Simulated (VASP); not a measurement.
The system is Ho2Sb2N.

```xyz
5
Lattice="4.3416 0.0000 0.0000 -2.1708 3.7599 0.0000 0.0000 0.0000 8.4899" Properties=species:S:1:pos:R:3 pbc="T T T"
Ho    0.0000    0.0000    5.9899
Ho    0.0000    0.0000    2.5000
Sb    2.1708    1.2533    4.2449
Sb    0.0000    2.5066    0.0000
N     2.1708    1.2533    0.0000
```

The cell was generated, and may not be a known phase.

```yaml
Program: VASP 6.6.1
Task: relaxation of cell and atoms
Functional: PBE
Potentials_or_basis: VASP PAW PBE potentials, release 64 (Ho_3, Sb, N), 4f in core
Cutoff: 600 eV
k_mesh: 4 × 4 × 2
Occupations: gaussian, width 0.2 eV
Spin: no spin polarisation
```

At the start: pressure -7.0 GPa; volume 27.72 Å³/atom.

Question: Where does the relaxation end?

Answer: Over 9 steps the energy falls by 266.6 meV/atom and the volume is 23.30 Å³/atom (-15.9 %); space group P-6m2 (No. 187, to 0.1 Å) before and after.

The path:
```
step  energy change (eV)  largest force (eV/Å)  pressure (GPa)  volume (Å³)
   1              0.0000                1.6276           -7.04       138.59
   2             -0.7033                2.2722            3.12       115.55
   3             -0.7044                2.2574            2.74       116.10
   4             -1.1325                1.0364            2.56       113.52
   5             -1.2169                0.0299            3.41       111.43
   6             -1.2214                0.1911            3.16       111.83
   7             -1.2985                0.0039           -2.25       119.83
   8             -1.3096                0.0447           -0.95       117.64
   9             -1.3329                0.0328           -0.19       116.50
```

Final structure:
```yaml
crystal:
  lattice:
    - [4.15723, 0.00000, 0.00000]
    - [-2.07862, 3.60027, 0.00000]
    - [0.00000, 0.00000, 7.78363]
  atoms:
    - { symbol: Ho, position: [0.00000, 0.00000, 0.74698] }
    - { symbol: Ho, position: [0.00000, 0.00000, 0.25302] }
    - { symbol: Sb, position: [0.66667, 0.33333, 0.50000] }
    - { symbol: Sb, position: [0.33333, 0.66667, 0.00000] }
    - { symbol: N, position: [0.66667, 0.33333, 0.00000] }
```

Caveat: the k points lie up to 0.44 Å⁻¹ apart in the final cell, too coarse for converged energies and pressures of a metal; the volume moved by over 15 % at a fixed basis, so the end points are rough; an odd number of electrons without spin polarisation forces a metal; a magnetic or distorted state may lie lower; the run has no spin polarisation, though such a crystal can be magnetic; the relaxation stopped at a loose force limit of 0.08 eV/Å, so its end isn't a converged minimum.
